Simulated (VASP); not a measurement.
# Li3SiP2 (R-3m) in VASP: a series of runs

Li3SiP2 is run at these levels: PBE; tasks: single point, relaxation of cell and atoms.

Everything below comes from runs of VASP 6.6.1. Logs are shortened: lines on timing, memory, paths and dates and some standing lists are left out, and cuts for length are marked.

## Step 1: The cell of the first run

The structure is trigonal, space group R-3m (No. 166). Conventional cell: a = 8.157 Å, b = 8.157 Å, c = 7.288 Å, α = 90.00°, β = 90.00°, γ = 120.00°. Within 3.1 Å of Li (site symmetry 2/m) lie 2 P at 2.37 Å. Si (site symmetry -3m) has 2 P at 2.13 Å within 2.8 Å. P (site symmetry 3m) has 1 Si at 2.13 Å and 3 Li at 2.37 Å within 2.8 Å.

## Step 2: Single point, PBE

Contents of INCAR:

```
SYSTEM = Li3SiP2
ALGO     = Normal         ! electronic algorithm
EDIFF    = 1E-7           ! SCF threshold, eV
ENCUT    = 520            ! plane-wave cutoff, eV
GGA      = PE             ! functional
ISIF     = 2              ! what is computed and relaxed
ISMEAR   = 0              ! smearing method
LASPH    = .TRUE.         ! aspherical terms in the spheres
LCHARG   = .TRUE.         ! write CHGCAR
LELF     = .TRUE.         ! ELF
LREAL    = .FALSE.        ! projectors in reciprocal space
LVHAR    = .TRUE.       
LWAVE    = .FALSE.        ! write WAVECAR
NBANDS   = 20             ! bands
NELM     = 80             ! most SCF steps
PREC     = Accurate       ! precision mode
SIGMA    = 0.1            ! smearing width, eV
```

Contents of KPOINTS:

```
k-points
0
G
  4 4 4
  0 0 0
```

Contents of POSCAR:

```
Li3SiP2
1.0
    4.0786946486      2.3548354533      2.4294226272
   -4.0786946486      2.3548354533      2.4294226272
    0.0000000000     -4.7096709066      2.4294226272
Li Si P
3 1 2
Direct
    0.5000000000      0.5000000000      0.0000000000
    0.5000000000      0.0000000000      0.5000000000
    0.0000000000      0.5000000000      0.5000000000
    0.0000000000      0.0000000000      0.0000000000
    0.7072740233      0.7072740233      0.7072740233
    0.2927259767      0.2927259767      0.2927259767
```

Potentials or basis: VASP PAW PBE potentials, release 64 (Li_sv, Si, P).

Launch:

```console
$ cat potpaw_PBE.64/Li_sv/POTCAR potpaw_PBE.64/Si/POTCAR potpaw_PBE.64/P/POTCAR > POTCAR
$ mpirun -np 1 vasp_std > vasp.out
```

OUTCAR:

```text
SYSTEM = Li3SiP2
   EDIFF = 1E-7
   ENCUT = 520
   GGA = PE
   ISIF = 2
   ISMEAR = 0
   LASPH = .TRUE.
   LREAL = .FALSE.
   NELM = 80
   PREC = Accurate

 ion  position               nearest neighbor table
   1  0.500  0.500  0.000-   5 2.37   6 2.37
   2  0.500  0.000  0.500-   5 2.37   6 2.37
   3  0.000  0.500  0.500-   5 2.37   6 2.37
   4  0.000  0.000  0.000-   5 2.13   6 2.13
   5  0.707  0.707  0.707-   4 2.13   1 2.37   3 2.37   2 2.37
   6  0.293  0.293  0.293-   4 2.13   1 2.37   3 2.37   2 2.37

  LATTYP: Found a trigonal (rhomboedric) cell.
 ALAT       =     5.2993484836
 COS(alpha) =    -0.1847519243

  Lattice vectors:

 A1 = (   4.0786946486,   2.3548354533,   2.4294226272)
 A2 = (  -4.0786946486,   2.3548354533,   2.4294226272)
 A3 = (   0.0000000000,  -4.7096709066,   2.4294226272)

Analysis of symmetry for initial positions (statically):
=====================================================================
 Subroutine PRICEL returns:
 Original cell was already a primitive cell.

 Routine SETGRP: Setting up the symmetry group for a
 trigonal (rhombohedral) supercell.

 Subroutine GETGRP returns: Found 12 space group operations
 (whereof 12 operations were pure point group operations)
 out of a pool of 12 trial point group operations.

The static configuration has the point symmetry D_3d.

Analysis of symmetry for dynamics (positions and initial velocities):
=====================================================================
 Subroutine PRICEL returns:
 Original cell was already a primitive cell.

 Routine SETGRP: Setting up the symmetry group for a
 trigonal (rhombohedral) supercell.

 Subroutine GETGRP returns: Found 12 space group operations
 (whereof 12 operations were pure point group operations)
 out of a pool of 12 trial point group operations.

The dynamic configuration has the point symmetry D_3d.

 Subroutine INISYM returns: Found 12 space group operations
 (whereof 12 operations are pure point group operations),
 and found     1 'primitive' translations

----------------------------------------------------------------------------------------

                                     Primitive cell

  volume of cell :     140.0026

  direct lattice vectors                    reciprocal lattice vectors
     4.078694649  2.354835453  2.429422627     0.122588240  0.070776354  0.137206812
[... 83 lines left out ...]
   LREAL  =      F    real-space projection
   EDIFFG = 0.1E-05   stopping-criterion for IOM
   NSW    =      0    number of steps for IOM
   IBRION =     -1    ionic relax: 0-MD 1-quasi-New 2-CG
   NFREE  =      0    steps in history (QN), initial steepest desc. (CG)
   ISIF   =      2    stress and relaxation
   ISYM   =      2    0-nonsym 1-usesym 2-fastsym
   POTIM  = 0.5000    time-step for ionic-motion
   TEBEG  =    0.0;   TEEND  =   0.0 temperature during run
   PSTRESS=    0.0 pullay stress
   NELECT =      23.0000    total number of electrons
   NUPDOWN=      -1.0000    fix difference up-down
   EMIN   =  10.00;   EMAX   =-10.00  energy-range for DOS
   EFERMI =   0.00;   METHOD = LEGACY
   ISMEAR =     0;   SIGMA  =   0.10  broadening in eV -4-tet -1-fermi 0-gaus
   EFERMI_NEDOS =   21; number of points for ismear=-14 and -15
   IALGO  =     38    algorithm
   IMIX   =      4    mixing-type and parameters
     AMIX     =   0.40;   BMIX     =  1.00
     AMIX_MAG =   1.60;   BMIX_MAG =  1.00
  volume/ion in A,a.u.               =      23.33       157.46
  Fermi-wavevector in a.u.,A,eV,Ry     =   0.896614  1.694354 10.937945  0.803916
  Thomas-Fermi vector in A             =   2.019094
   LORBIT       =      0    0 simple, 1 ext, 2 COOP (PROOUT), +10 PAW based schemes
   GGA     = PE    functional components
   LHFCALC =     F    Hartree Fock is set to
   AEXX    =    0.0000 exact exchange contribution
   IVDW    =     0    specifies the selected vdW correction
   LEPSILON=     F    determine dielectric tensor
   LRPA    =     F    only Hartree local field effects (RPA)
 non-spin polarized calculation
 Gauss-broadening in eV      SIGMA  =   0.10
  energy-cutoff  :      520.00
  volume of cell :      140.00
 maximum number of plane-waves:      3788
   NGX = 19   NGY = 19   NGZ = 19

 number of electron      23.0000027 magnetization

 Free energy of the ion-electron system (eV)
  ---------------------------------------------------
  ext. energy  EPLUGINS =         0.00000000
  ---------------------------------------------------
  free energy    TOTEN  =       -22.29580580 eV

  energy without entropy =      -22.27285122  energy(sigma->0) =      -22.28432851

 E-fermi :   2.7286     XC(G=0):  -7.5285

 val. band max:        2.6951101276   @ k =   0.5000   0.2500   0.2500
 cond. band min:       2.7582377282   @ k =   0.5000   0.2500  -0.0000
 fundamental gap:      0.0631276006
 Fermi energy:         2.7285550785

 k-point     1 :       0.0000    0.0000    0.0000
  band No.  band energies     occupation
      1     -44.3687      2.00000
      2     -44.3656      2.00000
      3     -44.3656      2.00000
      4      -9.3355      2.00000
      5      -7.8527      2.00000
      6      -4.4364      2.00000
[... 288 lines left out ...]
     19       6.5511      0.00000
     20       8.4781      0.00000

------------------------ aborting loop because EDIFF is reached ----------------------------------------

  FORCE on cell =-STRESS in cart. coord.  units (eV):
  Direction    XX          YY          ZZ          XY          YZ          ZX
  --------------------------------------------------------------------------------------
  -------------------------------------------------------------------------------------
  Total        0.2281968      0.2281968     -0.1448530      0.0000000     -0.0000000      0.0000000
  in kB        2.6114643      2.6114643     -1.6576849      0.0000000     -0.0000000      0.0000000
  external PRESSURE =       1.1884146 kB  Pullay stress =       0.0000000 kB

 VOLUME and BASIS-vectors are now :
 -----------------------------------------------------------------------------
  energy-cutoff  :      520.00
  volume of cell :      140.00
      direct lattice vectors                 reciprocal lattice vectors
     4.078694649  2.354835453  2.429422627     0.122588240  0.070776354  0.137206812
    -4.078694649  2.354835453  2.429422627    -0.122588240  0.070776354  0.137206812
     0.000000000 -4.709670907  2.429422627     0.000000000 -0.141552707  0.137206812

 POSITION                                       TOTAL-FORCE (eV/Angst)
 -----------------------------------------------------------------------------------
      0.00000      2.35484      2.42942         0.000000     -0.000000     -0.000000
      2.03935     -1.17742      2.42942        -0.000000     -0.000000     -0.000000
     -2.03935     -1.17742      2.42942        -0.000000     -0.000000     -0.000000
      0.00000      0.00000      0.00000         0.000000     -0.000000     -0.000000
      0.00000      0.00000      5.15480         0.000000      0.000000      0.072723
      0.00000      0.00000      2.13347         0.000000     -0.000000     -0.072723
 -----------------------------------------------------------------------------------
    total drift:                                0.000000      0.000000     -0.000000

  FREE ENERGIE OF THE ION-ELECTRON SYSTEM (eV)
  ---------------------------------------------------
  free  energy   TOTEN  =       -22.2958057969 eV

  energy  without entropy=      -22.2728512234  energy(sigma->0) =      -22.28432851
```

OSZICAR:

```text
N       E                     dE             d eps       ncg     rms          rms(c)
DAV:   1     0.102488876832E+03    0.10249E+03   -0.92344E+03   520   0.102E+03
DAV:   2    -0.668065871076E+01   -0.10917E+03   -0.10460E+03   652   0.220E+02
DAV:   3    -0.217760892604E+02   -0.15095E+02   -0.14962E+02   876   0.558E+01
DAV:   4    -0.234985999639E+02   -0.17225E+01   -0.17111E+01   872   0.216E+01
DAV:   5    -0.236320331248E+02   -0.13343E+00   -0.13342E+00   808   0.465E+00    0.730E+00
DAV:   6    -0.223520590633E+02    0.12800E+01   -0.31678E+00   592   0.578E+00    0.420E+00
DAV:   7    -0.222862482465E+02    0.65811E-01   -0.42028E-01   676   0.252E+00    0.209E+00
DAV:   8    -0.222905332047E+02   -0.42850E-02   -0.68566E-02   728   0.122E+00    0.558E-01
DAV:   9    -0.222942421548E+02   -0.37090E-02   -0.86994E-03   632   0.475E-01    0.201E-01
DAV:  10    -0.222952096933E+02   -0.96754E-03   -0.10177E-03   652   0.158E-01    0.120E-01
DAV:  11    -0.222957843240E+02   -0.57463E-03   -0.68987E-04   588   0.131E-01    0.155E-02
DAV:  12    -0.222957999723E+02   -0.15648E-04   -0.26569E-05   768   0.303E-02    0.119E-02
DAV:  13    -0.222958059810E+02   -0.60087E-05   -0.10086E-05   612   0.170E-02    0.215E-03
DAV:  14    -0.222958058294E+02    0.15164E-06   -0.46801E-07   776   0.344E-03    0.680E-04
DAV:  15    -0.222958057969E+02    0.32469E-07   -0.34777E-08   392   0.108E-03
   1 F= -.22295806E+02 E0= -.22284329E+02  d E =-.229546E-01
```

stdout:

```text
POSCAR found type information on POSCAR LiSiP
 POSCAR found :  3 types and       6 ions
 scaLAPACK will be used
 LDA part: xc-table for (Slater+PW92), standard interpolation
 POSCAR, INCAR and KPOINTS ok, starting setup
 FFT: planning ... GRIDC
 FFT: planning ... GRID_SOFT
 FFT: planning ... GRID
 WAVECAR not read
 entering main loop
```

It took 40 s on 1 thread of AMD EPYC 7R13 (Zen 3), shared host; peak memory 0.21 GiB.

Results:

```
Free energy   : -22.2958 eV
Largest force : 0.073 eV/Å
```

Forces on the atoms (eV/Å):
```
Li   0.000  0.000  0.000
Li   0.000  0.000  0.000
Li   0.000  0.000  0.000
Si   0.000  0.000  0.000
P    0.000  0.000  0.073
P    0.000  0.000 -0.073
```

Caveat: the cutoff is under 1.25 times the usual one of these potentials, so pressure, stress and relaxed cells hold a basis-set (Pulay) error.

## Step 3: Relaxation of cell and atoms, PBE

This run uses another cell than the first one, of 21.90 Å³/atom, 0.938 times its volume.

Contents of INCAR:

```
SYSTEM = Li3SiP2
PREC = Accurate ; ENCUT = 600
EDIFF = 1E-7 ; ISMEAR = 0
SIGMA = 0.1 ; LREAL = .False.
LASPH = .True. ; NELM = 100
ALGO = Normal ; ISIF = 3
LWAVE = .False. ; LCHARG = .False.
GGA = PE ; IBRION = 2
NSW = 90 ; EDIFFG = -0.04
```

Contents of KPOINTS:

```
Automatic mesh
0
Gamma
  4 4 4
  0 0 0
```

Contents of POSCAR:

```
Li3SiP2
1.0
    3.5947201800      2.0754126600      2.9350767300
   -3.5947201800      2.0754126600      2.9350767300
    0.0000000000     -4.1508253200      2.9350767300
Li Si P
3 1 2
Direct
    0.5000000000      0.5000000000      0.0000000000
    0.5000000000      0.0000000000      0.5000000000
    0.0000000000      0.5000000000      0.5000000000
    0.0000000000      0.0000000000      0.0000000000
    0.7500000000      0.7500000000      0.7500000000
    0.2500000000      0.2500000000      0.2500000000
```

Potentials or basis: VASP PAW PBE potentials, release 64 (Li_sv, Si, P).

Launch:

```console
$ cat potpaw_PBE.64/Li_sv/POTCAR potpaw_PBE.64/Si/POTCAR potpaw_PBE.64/P/POTCAR > POTCAR
$ mpirun -np 1 vasp_std > vasp.out
```

It took 7.7 min on 1 thread of AMD EPYC 7R13 (Zen 3), shared host; peak memory 0.24 GiB.

Results (log left out):

```
Free energy                            : -22.2892 eV
Relaxed volume                         : 23.44 Å³/atom
Relaxed cell                           : a = 5.306 Å, b = 5.306 Å, c = 5.306 Å, α = 100.57°, β = 100.57°, γ = 100.57°
Space group after relaxing (to 0.05 Å) : R-3m (No. 166)
Energy gained by relaxing              : 140.4 meV/atom
Ionic steps                            : 19
Pressure after relaxing                : 0.0 GPa
Largest force after relaxing           : 0.005 eV/Å
```

Forces on the atoms (eV/Å):
```
Li   0.000  0.000  0.000
Li   0.000  0.000  0.000
Li   0.000  0.000  0.000
Si   0.000  0.000  0.000
P    0.000  0.000 -0.005
P    0.000  0.000  0.005
```

Stress tensor (GPa, compression positive):
```
 0.07  0.00  0.00
 0.00  0.07  0.00
 0.00  0.00 -0.04
```

Step by step:
| step | energy change (eV) | largest force (eV/Å) | pressure (GPa) | volume (Å³) |
| --- | --- | --- | --- | --- |
| 1 | 0.0000 | 1.6856 | 2.51 | 131.38 |
| 2 | -0.3829 | 1.1244 | 3.32 | 137.73 |
| 3 | -0.3972 | 0.5951 | 2.97 | 136.81 |
| 4 | -0.5128 | 0.1472 | 0.57 | 146.52 |
| 5 | -0.5230 | 0.0293 | -0.35 | 151.30 |
| 6 | -0.5232 | 0.0123 | -0.26 | 150.81 |
| 7 | -0.5401 | 0.3220 | -0.20 | 152.54 |
| 8 | -0.5419 | 0.4709 | -0.16 | 153.30 |
| 9 | -0.5600 | 0.4468 | -0.33 | 154.07 |
| 10 | -0.6096 | 0.3931 | -0.85 | 156.29 |
| 11 | -0.6621 | 0.3086 | -1.81 | 160.17 |
| 12 | -0.6791 | 0.2984 | -1.80 | 159.37 |
| 13 | -0.7222 | 0.2676 | -1.75 | 156.91 |
| 14 | -0.7371 | 0.2043 | -1.31 | 151.74 |
| 15 | -0.7458 | 0.2648 | -1.56 | 154.18 |
| 16 | -0.7813 | 0.1702 | -1.36 | 151.50 |
| 17 | -0.8363 | 0.0962 | -0.63 | 144.06 |
| 18 | -0.8385 | 0.1625 | -0.40 | 142.20 |
| 19 | -0.8426 | 0.0048 | 0.03 | 140.65 |

Final structure:
```xyz
6
Lattice="4.0812 2.3563 2.4377 -4.0812 2.3563 2.4377 0.0000 -4.7126 2.4377" Properties=species:S:1:pos:R:3 pbc="T T T"
Li    0.0000    2.3563    2.4377
Li    2.0406   -1.1781    2.4377
Li   -2.0406   -1.1781    2.4377
Si    0.0000    0.0000    0.0000
P     0.0000    0.0000    5.1847
P     0.0000    0.0000    2.1284
```

Levels at points of the mesh, in eV from the Fermi level:
```
           k point  band 8  band 9  band 10  band 11  band 12  band 13  band 14  band 15
(0.00, 0.00, 0.00)   -3.24   -2.60    -2.23    -2.23    -0.91    -0.91    -0.50     1.67
(0.50, 0.00, 0.00)   -3.61   -3.23    -2.96    -2.77     0.65     1.19     1.45     1.65
(0.50, 0.50, 0.00)   -3.41   -2.55    -2.39    -2.26    -0.49     0.10     0.83     1.33
(0.50, 0.50, 0.50)   -3.92   -3.92    -3.14    -3.14     1.26     1.26     2.83     3.29
```

Caveat: the cutoff is under 1.25 times the usual one of these potentials, so pressure, stress and relaxed cells hold a basis-set (Pulay) error.
